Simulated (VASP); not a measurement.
A run of VASP 6.6.1:

INCAR

```
PREC     = Accurate       # precision mode
ENCUT    = 520            # plane-wave cutoff, eV
EDIFF    = 1E-6           # SCF threshold, eV
ISMEAR   = 0              # smearing method
SIGMA    = 0.15           # smearing width, eV
LREAL    = False          # projectors in reciprocal space
LASPH    = True           # aspherical terms in the spheres
NELM     = 100            # most SCF steps
ALGO     = Normal         # electronic algorithm
ISIF     = 2              # what is computed and relaxed
LWAVE    = False          # write WAVECAR
LCHARG   = False          # write CHGCAR
GGA      = PS             # functional
NBANDS   = 12             # bands
```

Contents of KPOINTS:

```
regular mesh
0
Gamma
  22 22 22
```

Contents of POSCAR:

```
Cu
1.0
    0.0000000000      1.8978750000      1.8978750000
    1.8978750000      0.0000000000      1.8978750000
    1.8978750000      1.8978750000      0.0000000000
Cu
1
Direct
    0.0000000000      0.0000000000      0.0000000000
```

Potentials or basis: VASP PAW PBE potentials, release 64 (Cu).

Run with:

```console
$ cat potpaw_PBE.64/Cu/POTCAR > POTCAR
$ mpirun -np 1 vasp_std > vasp.out
```

Hardware: 1 thread of Intel(R) Xeon(R) Platinum 8375C CPU @ 2.90GHz (Ice Lake), with other jobs on the host.

Q: How long does it take, and how much memory?

A: It took 31 s on 1 thread of Intel(R) Xeon(R) Platinum 8375C CPU @ 2.90GHz (Ice Lake), on a shared host, peak memory 0.16 GiB. Counts: scf iterations 12, k points 328.
